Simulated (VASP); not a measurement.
Here is a VASP 6.6.1 calculation.

Contents of INCAR:

```
PREC = Accurate ; ENCUT = 520
EDIFF = 1E-6 ; ISMEAR = 0
SIGMA = 0.05 ; LREAL = F
LASPH = T ; NELM = 60
ALGO = Normal ; ISIF = 2
LWAVE = F ; LCHARG = F
GGA = PE ; NBANDS = 11
```

KPOINTS

```
regular mesh
0
Gamma
  10 10 10
```

Contents of POSCAR:

```
AlN
1.0
   -0.1424437406      2.0349105802      2.0349105802
    1.8924668396      0.0000000000      1.8924668396
    2.0349105802      2.0349105802     -0.1424437406
Al N
1 1
Direct
    0.5000000000      0.5000000000      0.5000000000
    0.0000000000      0.0000000000      0.0000000000
```

Potentials or basis: VASP PAW PBE potentials, release 64 (Al, N).

The run is started by

```bash
$ cat potpaw_PBE.64/Al/POTCAR potpaw_PBE.64/N/POTCAR > POTCAR
$ mpirun -np 1 vasp_std > vasp.out
```

Problem. What does it give for the band gap on the k mesh?

Solution. 1.54 eV (least direct gap 3.73 eV).

Problem. What does it give for the pressure?

Solution. 2.4 GPa.

Stress tensor (GPa, compression positive):
```
 5.19  0.00 43.70
 0.00 -3.22  0.00
43.70  0.00  5.19
```

Caveat: the cell differs from its parent crystal (engineering shear strain xz -0.1400, engineering shear strain yz +0.0000). A k mesh can miss the band edges.
